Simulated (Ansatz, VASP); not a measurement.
GaN: VASP beside Ansatz

INCAR

```
PREC = Accurate ; ENCUT = 600
EDIFF = 1E-6 ; ISMEAR = -1
SIGMA = 0.1 ; LREAL = F
LASPH = T ; NELM = 60
ALGO = Normal ; ISIF = 3
LWAVE = F ; LCHARG = F
GGA = PS ; IBRION = 2
NSW = 100 ; EDIFFG = -0.002
```

File KPOINTS:

```
Automatic mesh
0
Gamma
  10 10 6
```

Contents of POSCAR:

```
GaN
1.0
    3.1800000000      0.0000000000      0.0000000000
   -1.5900000000      2.7539607840      0.0000000000
    0.0000000000      0.0000000000      5.1660000000
Ga N
2 2
Direct
    0.3333333333      0.6666666667      0.0000000000
    0.6666666667      0.3333333333      0.5000000000
    0.3333333333      0.6666666667      0.3750000000
    0.6666666667      0.3333333333      0.8750000000
```

Input for Ansatz:

```yaml
crystal:
  lattice:
    - [3.17999999999, 0.0, 0.0]
    - [-1.58999999999, 2.75396078402, 0.0]
    - [0.0, 0.0, 5.166]
  atoms:
    - { symbol: Ga, position: [0.333333333333, 0.666666666667, 0.0] }
    - { symbol: Ga, position: [0.666666666667, 0.333333333333, 0.5] }
    - { symbol: "N", position: [0.333333333333, 0.666666666667, 0.375] }
    - { symbol: "N", position: [0.666666666667, 0.333333333333, 0.875] }
kpoints:
  mp_grid: { grid: [10, 10, 6] }
scf:
  occupations: { method: fermi_dirac, width: 0.1 }
hamiltonian:
  xc: pbesol
  pseudopotentials: { kind: paw }
relax:
  f_tol: 0.002
  max_steps: 80
  cell: {}
output:
  forces: true
  stress: true
```

Alike in both runs: task relaxation of cell and atoms; functional PBEsol; k mesh 10 × 10 × 6; occupations fermi-dirac, width 0.1 eV; no spin polarisation.

```csv
,VASP,Ansatz
version,VASP 6.6.1,Ansatz 0.2.0
potentials or method,"VASP PAW PBE potentials, release 64 (Ga_d, N)","PAW with Ansatz's default frozen-core files, scalar-relativistic"
plane-wave cutoff (eV),600,420
valence electrons in the cell,36,36
```

```tsv
	VASP	Ansatz	Ansatz less VASP
relaxed volume (Å³/atom)	11.35	11.37	+0.022
relaxed cell length with the largest relative difference (Å)	3.180	3.183	+0.0021
```

VASP's potentials were made for PBE, not for PBEsol.
